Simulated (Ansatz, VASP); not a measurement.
# One calculation of SrHgN, two programs

```
CELL_PARAMETERS angstrom
4.19643 0.00000 0.00000
-2.09822 3.63422 0.00000
0.00000 0.00000 4.19203
ATOMIC_POSITIONS crystal
Sr 0.66667 0.33333 0.50000
Hg 0.00000 0.00000 0.00000
N 0.33333 0.66667 0.00000
```

Change from the starting cell: species swapped into the PrNiAs type (P-6m2, No. 187).

Alike in both runs: task single point; functional PBE; k mesh 6 × 6 × 4; occupations gaussian, width 0.1 eV; no spin polarisation.

|  | VASP | Ansatz |
| --- | --- | --- |
| version | VASP 6.6.1 | Ansatz 0.2.0 |
| potentials or method | VASP PAW PBE potentials, release 64 (Sr_sv, Hg_sv_GW, N), cutoff 700 eV | scalar-relativistic, plane waves, PAW |
| valence electrons in the cell | 35 | 35 |

```tsv
	VASP	Ansatz	Ansatz less VASP
gap on the k mesh at the Fermi level (eV)	none	none	-
pressure (GPa)	0.0	0.0	-0.01
traceless stress, the component that is largest in VASP (GPa)	-0.25	-0.25	+0.006
```

A gap of «none» marks a metal or a gap that the smearing closes.

The k mesh is coarse, so the values compare programs but aren't converged. Spin-orbit coupling is off throughout.
